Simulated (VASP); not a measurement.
Ti: single point with r2SCAN

Ti:

```xyz
1
Lattice="0.7938 2.4947 2.4947 2.4947 0.7938 2.4947 2.4947 2.4947 0.7938" Properties=species:S:1:pos:R:3 pbc="T T T"
Ti    0.0000    0.0000    0.0000
```

This cell differs from its parent crystal: ratio of the length along [111] to the lengths across it x 1.7, volume and fractional coordinates fixed.

```
Program             : VASP 6.6.1
Task                : single point
Functional          : r2SCAN
Potentials or basis : VASP PAW PBE potentials, release 64 (Ti_sv)
Cutoff              : 520 eV
k mesh              : 22 × 22 × 22
Occupations         : gaussian, width 0.15 eV
Spin                : no spin polarisation
```

```yaml
Pressure: 15.3 GPa
Band_gap_on_the_k_mesh: zero (band 6 reaches 8.56 eV, above the bottom of band 7 at 8.19 eV)
```

Stress tensor (GPa, compression positive):
```
 15.30 -21.63 -21.63
-21.63  15.30 -21.63
-21.63 -21.63  15.30
```

Levels at points of the mesh, in eV from the Fermi level:
```csv
k point,band 3,band 4,band 5,band 6,band 7,band 8,band 9,band 10
"(0.00, 0.00, 0.00)",-32.55,-32.55,-5.72,-1.78,1.53,1.53,4.89,4.89
"(0.50, 0.00, 0.00)",-33.36,-33.12,-3.13,-1.27,2.65,3.68,3.82,6.72
"(0.50, 0.50, 0.00)",-33.39,-33.12,-3.13,-2.14,3.92,4.03,5.09,6.73
"(0.50, 0.50, 0.50)",-32.55,-32.55,-3.36,-2.14,1.50,1.50,3.61,4.99
```

Run time: 25 min on 1 thread of Intel(R) Xeon(R) Platinum 8259CL CPU @ 2.50GHz (Skylake/Cascade Lake) (shared host), peak memory 0.33 GiB.

Caveat: the PAW data sets were made with another functional, which shifts forces and pressure a little.
